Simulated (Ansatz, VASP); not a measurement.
**Two plane-wave programs on Sb**

```
Sb
1.0
    -1.64928    1.64928    2.54190
     1.64928   -1.64928    2.54190
     1.64928    1.64928   -2.54190
Sb
1
Direct
  0.00000 0.00000 0.00000
```

Alike in both runs: functional PBE; k mesh 8 × 8 × 8; occupations gaussian, width 0.1 eV; no spin polarisation.

Ansatz relaxed the structure, and its values are those at the end. VASP's run is a single point on that final structure, the one shown.

```csv
,VASP,Ansatz
version,VASP 6.6.1,Ansatz 0.2.0
potentials or method,"VASP PAW PBE potentials, release 64 (Sb), cutoff 520 eV","scalar-relativistic, plane waves, PAW"
valence electrons in the cell,5,15
```

```csv
,VASP,Ansatz,Ansatz less VASP
gap on the k mesh at the Fermi level (eV),none,none,-
pressure (GPa),-0.3,-0.2,+0.13
```

A gap of «none» marks a metal or a gap that the smearing closes. With one functional, cell and mesh, what is left measures potentials, basis and numerics. VASP's potentials hold 5 valence electrons a cell and Ansatz's 15, so a difference there can come from the potentials and not from the codes.

Spin-orbit coupling is off throughout.
